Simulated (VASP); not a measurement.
# CdS (I-43m) in VASP: notebook

CdS is run at these levels: PBE; tasks: single point.

Program: VASP 6.6.1. These are calculated values, not measurements. Logs are shortened: lines on timing, memory, paths and dates and some standing lists are left out, and cuts for length are marked.

## (1) The cell of the first run

Symmetry: I-43m, No. 217, cubic system. The conventional cell has a = 8.085 Å, b = 8.085 Å, c = 8.085 Å, α = 90.00°, β = 90.00°, γ = 90.00°. Within 3.3 Å of Cd (site symmetry 3m) lie 4 S at 2.47 to 2.62 Å. Within 3.3 Å of S (site symmetry 3m) lie 4 Cd at 2.47 to 2.62 Å.

## (2) Single point, PBE

Input file INCAR:

```
ALGO = Normal ; EDIFF = 1E-6
ENCUT = 520 ; GGA = PE
ISIF = 2 ; ISMEAR = 0
LASPH = True ; LCHARG = False
LREAL = False ; LWAVE = False
NBANDS = 46 ; NELM = 60
PREC = Accurate ; SIGMA = 0.1
```

Input file KPOINTS:

```
k-points
0
Gamma
  2 2 2
```

Input file POSCAR:

```
CdS
1.0
   -4.0423742092      4.0423742092      4.0423742092
    4.0423742092     -4.0423742092      4.0423742092
    4.0423742092      4.0423742092     -4.0423742092
Cd S
4 4
Direct
    0.3214674958      0.3214674958      0.3214674958
    0.0000000000      0.0000000000      0.6785325042
    1.0000000000      0.6785325042      0.0000000000
    0.6785325042      1.0000000000      1.0000000000
    0.6738324858      0.6738324858      0.6738324858
    0.0000000000      0.0000000000      0.3261675142
    1.0000000000      0.3261675142      0.0000000000
    0.3261675142      1.0000000000      1.0000000000
```

Potentials or basis: VASP PAW PBE potentials, release 64 (Cd, S).

Run with:

```bash
cat potpaw_PBE.64/Cd/POTCAR potpaw_PBE.64/S/POTCAR > POTCAR
mpirun -np 1 vasp_std > vasp.out
```

OUTCAR:

```text
EDIFF = 1E-6
   ENCUT = 520
   GGA = PE
   ISIF = 2
   ISMEAR = 0
   LASPH = True
   LREAL = False
   NELM = 60
   PREC = Accurate

 ion  position               nearest neighbor table
   1  0.321  0.321  0.321-   5 2.47   6 2.62   7 2.62   8 2.62   2 3.68   3 3.68   4 3.68
   2  0.000  0.000  0.679-   6 2.47   5 2.62   7 2.62   8 2.62   3 3.68   4 3.68   1 3.68
   3  0.000  0.679  0.000-   7 2.47   5 2.62   6 2.62   8 2.62   2 3.68   4 3.68   1 3.68
   4  0.679  0.000  0.000-   8 2.47   5 2.62   7 2.62   6 2.62   2 3.68   3 3.68   1 3.68
   5  0.674  0.674  0.674-   1 2.47   3 2.62   4 2.62   2 2.62
   6  0.000  0.000  0.326-   2 2.47   1 2.62   3 2.62   4 2.62
   7  0.000  0.326  0.000-   3 2.47   2 2.62   4 2.62   1 2.62
   8  0.326  0.000  0.000-   4 2.47   3 2.62   2 2.62   1 2.62

  LATTYP: Found a body centered cubic cell.
 ALAT       =     8.0847484184

  Lattice vectors:

 A1 = (  -4.0423742092,   4.0423742092,   4.0423742092)
 A2 = (   4.0423742092,  -4.0423742092,   4.0423742092)
 A3 = (   4.0423742092,   4.0423742092,  -4.0423742092)

Analysis of symmetry for initial positions (statically):
=====================================================================
 Subroutine PRICEL returns:
 Original cell was already a primitive cell.

 Routine SETGRP: Setting up the symmetry group for a
 body centered cubic supercell.

 Subroutine GETGRP returns: Found 24 space group operations
 (whereof 24 operations were pure point group operations)
 out of a pool of 48 trial point group operations.

The static configuration has the point symmetry T_d .

Analysis of symmetry for dynamics (positions and initial velocities):
=====================================================================
 Subroutine PRICEL returns:
 Original cell was already a primitive cell.

 Routine SETGRP: Setting up the symmetry group for a
 body centered cubic supercell.

 Subroutine GETGRP returns: Found 24 space group operations
 (whereof 24 operations were pure point group operations)
 out of a pool of 48 trial point group operations.

The dynamic configuration has the point symmetry T_d .

 Subroutine INISYM returns: Found 24 space group operations
 (whereof 24 operations are pure point group operations),
 and found     1 'primitive' translations

----------------------------------------------------------------------------------------

                                     Primitive cell

  volume of cell :     264.2223

  direct lattice vectors                    reciprocal lattice vectors
    -4.042374209  4.042374209  4.042374209     0.000000000  0.123689687  0.123689687
     4.042374209 -4.042374209  4.042374209     0.123689687  0.000000000  0.123689687
     4.042374209  4.042374209 -4.042374209     0.123689687  0.123689687  0.000000000

  length of vectors
     7.001597514  7.001597514  7.001597514     0.174923633  0.174923633  0.174923633

  position of ions in fractional coordinates (direct lattice)
     0.321467496  0.321467496  0.321467496
     0.000000000  0.000000000  0.678532504
     0.000000000  0.678532504  0.000000000
     0.678532504  0.000000000  0.000000000
     0.673832486  0.673832486  0.673832486
     0.000000000  0.000000000  0.326167514
     0.000000000  0.326167514  0.000000000
     0.326167514  0.000000000  0.000000000

  ion indices of the primitive-cell ions
   primitive index   ion index
                 1           1
                 2           2
                 3           3
                 4           4
                 5           5
                 6           6
                 7           7
                 8           8

----------------------------------------------------------------------------------------

 KPOINTS: k-points

Automatic generation of k-mesh.
 Grid dimensions read from file:
 generate k-points for:    2    2    2

 Generating k-lattice:

  Cartesian coordinates                     Fractional coordinates (reciprocal lattice)
     0.000000000  0.061844843  0.061844843     0.500000000  0.000000000  0.000000000
     0.061844843  0.000000000  0.061844843     0.000000000  0.500000000  0.000000000
     0.061844843  0.061844843  0.000000000     0.000000000  0.000000000  0.500000000

  Length of vectors
     0.087461816  0.087461816  0.087461816

  Shift w.r.t. Gamma in fractional coordinates (k-lattice)
     0.000000000  0.000000000  0.000000000

 Subroutine IBZKPT returns following result:
 ===========================================

 Found      3 irreducible k-points:

 Following reciprocal coordinates:
            Coordinates               Weight
  0.000000  0.000000  0.000000      1.000000
  0.500000  0.000000  0.000000      6.000000
  0.500000  0.500000  0.500000      1.000000
   k-points           NKPTS =      3   k-points in BZ     NKDIM =      3   number of bands    NBANDS=     46
   number of dos      NEDOS =    301   number of ions     NIONS =      8
   total plane-waves  NPLWV = 157464
   dimension x,y,z NGX =    54 NGY =   54 NGZ =   54
   dimension x,y,z NGXF=   108 NGYF=  108 NGZF=  108
   ions per type =               4   4
   NGX,Y,Z   is equivalent  to a cutoff of  12.82, 12.82, 12.82 a.u.
   NGXF,Y,Z  is equivalent  to a cutoff of  25.64, 25.64, 25.64 a.u.
 SYSTEM =  unknown system
   PREC   = accura    normal or accurate (medium, high low for compatibility)
   ISTART =      0    job   : 0-new  1-cont  2-samecut
   ICHARG =      2    charge: 1-file 2-atom 10-const
   ISPIN  =      1    spin polarized calculation?
   LNONCOLLINEAR =      F non collinear calculations
   LSORBIT =      F    spin-orbit coupling
   LASPH  =      T    aspherical Exc in radial PAW
   ENCUT  =  520.0 eV  38.22 Ry    6.18 a.u.  13.02 13.02 13.02*2*pi/ulx,y,z
   NELM   =     60;   NELMIN=  2; NELMDL= -5     # of ELM steps
   EDIFF  = 0.1E-05   stopping-criterion for ELM
   LREAL  =      F    real-space projection
   EDIFFG = 0.1E-04   stopping-criterion for IOM
   NSW    =      0    number of steps for IOM
   IBRION =     -1    ionic relax: 0-MD 1-quasi-New 2-CG
   NFREE  =      0    steps in history (QN), initial steepest desc. (CG)
   ISIF   =      2    stress and relaxation
   ISYM   =      2    0-nonsym 1-usesym 2-fastsym
   POTIM  = 0.5000    time-step for ionic-motion
   TEBEG  =    0.0;   TEEND  =   0.0 temperature during run
   PSTRESS=    0.0 pullay stress
   NELECT =      72.0000    total number of electrons
   NUPDOWN=      -1.0000    fix difference up-down
   EMIN   =  10.00;   EMAX   =-10.00  energy-range for DOS
   EFERMI =   0.00;   METHOD = LEGACY
   ISMEAR =     0;   SIGMA  =   0.10  broadening in eV -4-tet -1-fermi 0-gaus
   EFERMI_NEDOS =   21; number of points for ismear=-14 and -15
   IALGO  =     38    algorithm
   IMIX   =      4    mixing-type and parameters
     AMIX     =   0.40;   BMIX     =  1.00
     AMIX_MAG =   1.60;   BMIX_MAG =  1.00
  volume/ion in A,a.u.               =      33.03       222.88
  Fermi-wavevector in a.u.,A,eV,Ry     =   1.061359  2.005679 15.326743  1.126484
  Thomas-Fermi vector in A             =   2.196773
   LORBIT       =      0    0 simple, 1 ext, 2 COOP (PROOUT), +10 PAW based schemes
   GGA     = PE    functional components
   LHFCALC =     F    Hartree Fock is set to
   AEXX    =    0.0000 exact exchange contribution
   IVDW    =     0    specifies the selected vdW correction
   LEPSILON=     F    determine dielectric tensor
   LRPA    =     F    only Hartree local field effects (RPA)
 non-spin polarized calculation
 Gauss-broadening in eV      SIGMA  =   0.10
  energy-cutoff  :      520.00
  volume of cell :      264.22
 maximum number of plane-waves:      7136
 NGX is ok and might be reduce to    54
   NGX = 25   NGY = 25   NGZ = 25

 number of electron      72.0000009 magnetization

 Free energy of the ion-electron system (eV)
  ---------------------------------------------------
  ext. energy  EPLUGINS =         0.00000000
  ---------------------------------------------------
  free energy    TOTEN  =       -23.63968769 eV

  energy without entropy =      -23.63968769  energy(sigma->0) =      -23.63968769

 E-fermi :  -0.2053     XC(G=0):  -7.5283

 val. band max:       -0.6570621069   @ k =   0.5000   0.5000   0.5000
 cond. band min:       0.8337255856   @ k =   0.0000   0.0000   0.0000
 fundamental gap:      1.4907876926
 Fermi energy:        -0.2053378342

 k-point     1 :       0.0000    0.0000    0.0000
  band No.  band energies     occupation
      1     -12.5314      2.00000
      2     -11.9323      2.00000
      3     -11.9323      2.00000
      4     -11.9323      2.00000
      5      -8.1183      2.00000
      6      -8.1183      2.00000
[... 38 lines left out ...]
     45       6.1740      0.00000
     46       6.1902      0.00000

 k-point     2 :       0.5000    0.0000    0.0000
  band No.  band energies     occupation
      1     -12.3442      2.00000
      2     -12.0762      2.00000
      3     -11.9885      2.00000
      4     -11.9333      2.00000
      5      -8.1748      2.00000
      6      -8.0986      2.00000
[... 38 lines left out ...]
     45       5.7773      0.00000
     46       6.0186      0.00000

 k-point     3 :       0.5000    0.5000    0.5000
  band No.  band energies     occupation
      1     -12.1133      2.00000
      2     -12.0754      2.00000
      3     -12.0754      2.00000
      4     -12.0754      2.00000
      5      -8.3442      2.00000
      6      -7.9396      2.00000
[... 38 lines left out ...]
     45       5.6484      0.00000
     46       6.2889      0.00000

------------------------ aborting loop because EDIFF is reached ----------------------------------------

  FORCE on cell =-STRESS in cart. coord.  units (eV):
  Direction    XX          YY          ZZ          XY          YZ          ZX
  --------------------------------------------------------------------------------------
  -------------------------------------------------------------------------------------
  Total        0.3345744      0.3345744      0.3345744      0.0000000     -0.0000000      0.0000000
  in kB        2.0287746      2.0287746      2.0287746      0.0000000     -0.0000000      0.0000000
  external PRESSURE =       2.0287746 kB  Pullay stress =       0.0000000 kB

 VOLUME and BASIS-vectors are now :
 -----------------------------------------------------------------------------
  energy-cutoff  :      520.00
  volume of cell :      264.22
      direct lattice vectors                 reciprocal lattice vectors
    -4.042374209  4.042374209  4.042374209     0.000000000  0.123689687  0.123689687
     4.042374209 -4.042374209  4.042374209     0.123689687  0.000000000  0.123689687
     4.042374209  4.042374209 -4.042374209     0.123689687  0.123689687  0.000000000

 POSITION                                       TOTAL-FORCE (eV/Angst)
 -----------------------------------------------------------------------------------
      1.29949      1.29949      1.29949         0.005427      0.005427      0.005427
      2.74288      2.74288     -2.74288        -0.005427     -0.005427      0.005427
      2.74288     -2.74288      2.74288        -0.005427      0.005427     -0.005427
     -2.74288      2.74288      2.74288         0.005427     -0.005427     -0.005427
      2.72388      2.72388      2.72388        -0.016806     -0.016806     -0.016806
      1.31849      1.31849     -1.31849         0.016806      0.016806     -0.016806
      1.31849     -1.31849      1.31849         0.016806     -0.016806      0.016806
     -1.31849      1.31849      1.31849        -0.016806      0.016806      0.016806
 -----------------------------------------------------------------------------------
    total drift:                                0.000000      0.000000      0.000001

  FREE ENERGIE OF THE ION-ELECTRON SYSTEM (eV)
  ---------------------------------------------------
  free  energy   TOTEN  =       -23.6396876928 eV

  energy  without entropy=      -23.6396876928  energy(sigma->0) =      -23.63968769
```

Run time: 36 s. Hardware: 1 thread of Intel Xeon Platinum 8488C (Sapphire Rapids), shared host; peak memory 0.39 GiB.

Results:

```
Free energy            : -23.6397 eV
Pressure               : 0.2 GPa
Largest force          : 0.029 eV/Å
Band gap on the k mesh : 1.49 eV (least direct gap 1.51 eV)
```

Forces in eV/Å, atoms in the order of the input:
```
Cd   0.005  0.005  0.005
Cd  -0.005 -0.005  0.005
Cd  -0.005  0.005 -0.005
Cd   0.005 -0.005 -0.005
S   -0.017 -0.017 -0.017
S    0.017  0.017 -0.017
S    0.017 -0.017  0.017
S   -0.017  0.017  0.017
```

Caveat: the k points lie up to 0.55 Å⁻¹ apart. A k mesh can miss the band edges.

## (3) Single point, PBE

This run uses another cell than the first one, of 28.06 Å³/atom.

Input file INCAR:

```
SYSTEM = CdS
PREC = Accurate ; ENCUT = 520
EDIFF = 1E-7 ; ISMEAR = 0
SIGMA = 0.1 ; LREAL = .FALSE.
LASPH = .TRUE. ; NELM = 100
ALGO = Normal ; ISIF = 2
LWAVE = .FALSE. ; LCHARG = .FALSE.
GGA = PE ; NBANDS = 46
```

Input file KPOINTS:

```
Automatic mesh
0
G
  4 4 4
  0 0 0
```

Input file POSCAR:

```
CdS
1.0
   -3.8285264100      3.8285264100      3.8285264100
    3.8285264100     -3.8285264100      3.8285264100
    3.8285264100      3.8285264100     -3.8285264100
Cd S
4 4
Direct
    0.3171980400      0.3171980400      0.3171980400
    0.0000000000      0.0000000000      0.6828019600
    0.0000000000      0.6828019600      0.0000000000
    0.6828019600      0.0000000000      0.0000000000
    0.6828019600      0.6828019600      0.6828019600
    0.0000000000      0.0000000000      0.3171980400
    0.0000000000      0.3171980400      0.0000000000
    0.3171980400      0.0000000000      0.0000000000
```

Potentials or basis: VASP PAW PBE potentials, release 64 (Cd, S).

Run with:

```bash
cat potpaw_PBE.64/Cd/POTCAR potpaw_PBE.64/S/POTCAR > POTCAR
mpirun -np 1 vasp_std > vasp.out
```

It took 75 s on 1 thread of Intel Xeon Platinum 8488C (Sapphire Rapids), shared host; peak memory 0.36 GiB.

It converged, with:

```
Free energy            : -22.0751 eV
Pressure               : 11.7 GPa
Largest force          : 2.279 eV/Å
Band gap on the k mesh : 1.83 eV
```

Forces in eV/Å, atoms in the order of the input:
```
Cd   1.081  1.081  1.081
Cd  -1.081 -1.081  1.081
Cd  -1.081  1.081 -1.081
Cd   1.081 -1.081 -1.081
S   -1.316 -1.316 -1.316
S    1.316  1.316 -1.316
S    1.316 -1.316  1.316
S   -1.316  1.316  1.316
```

Levels at points of the mesh, in eV from the valence-band top:
```tsv
k point	band 32	band 33	band 34	band 35	band 36	band 37	band 38	band 39	band 40	band 41
(0.00, 0.00, 0.00)	-1.37	-1.37	0.00	0.00	0.00	1.83	4.77	4.77	4.77	6.10
(0.50, 0.00, 0.00)	-1.28	-1.14	-0.86	-0.53	-0.36	3.66	4.16	4.33	4.54	4.68
(0.50, 0.50, 0.50)	-1.80	-1.80	-0.17	-0.17	-0.17	3.85	4.12	4.12	4.12	6.01
```

Caveat: the cell stands under pressure; forces of over 1 eV/Å act on the atoms, so gaps and moduli don't describe the material at rest.
